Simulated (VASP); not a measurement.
Zr2Ta3O2: single point with PBE

Zr2Ta3O2:

```
Zr Ta O
1.0
     5.22224    0.00000    0.00000
    -2.61112    4.52259    0.00000
     0.00000    0.00000    5.42657
Zr Ta O
2 3 2
Direct
  0.33333 0.66667 0.50032
  0.66667 0.33333 0.49968
  0.50000 0.00000 0.00000
  0.00000 0.50000 0.00000
  0.50000 0.50000 0.00000
  0.00000 0.00000 0.22647
  0.00000 0.00000 0.77353
```

The cell was built from a structure type or drawn by symmetry, and may not be a known phase.

```
Program             : VASP 6.6.1
Task                : single point
Functional          : PBE
Potentials or basis : VASP PAW PBE potentials, release 64 (Zr_sv, Ta_pv, O)
Cutoff              : 600 eV
k mesh              : 4 × 4 × 3
Occupations         : gaussian, width 0.2 eV
Spin                : no spin polarisation
```

- Pressure: 0.1 GPa
- Largest force: 0.011 eV/Å
- Band gap on the k mesh: zero (an odd number of electrons rules out a gap without spin polarisation)

Forces on the atoms (eV/Å):
```
Zr   0.000  0.000 -0.011
Zr   0.000  0.000  0.011
Ta   0.000  0.000  0.000
Ta   0.000  0.000  0.000
Ta   0.000  0.000  0.000
O    0.000  0.000  0.006
O    0.000  0.000 -0.006
```

Stress tensor (GPa, compression positive):
```
 0.18  0.00  0.00
 0.00  0.18  0.00
 0.00  0.00 -0.02
```

Levels at points of the mesh, in eV from the Fermi level:
| k point | band 30 | band 31 | band 32 | band 33 | band 34 | band 35 | band 36 | band 37 | band 38 | band 39 |
| --- | --- | --- | --- | --- | --- | --- | --- | --- | --- | --- |
| (0.00, 0.00, 0.00) | -0.51 | -0.51 | -0.43 | -0.42 | -0.04 | -0.04 | 0.49 | 0.57 | 0.57 | 0.81 |
| (0.50, 0.00, 0.00) | -0.79 | -0.76 | -0.54 | -0.49 | -0.14 | 0.27 | 0.40 | 0.45 | 0.53 | 0.90 |

It took 2.3 min on 1 thread of Intel Xeon 8259CL (shared host), peak memory 0.3 GiB.

Caveat: the k points lie up to 0.39 Å⁻¹ apart, too coarse for converged energies and pressures of a metal; spin-orbit coupling is left out, which moves the levels of the heavy elements; an odd number of electrons without spin polarisation forces a metal; a magnetic or distorted state may lie lower.
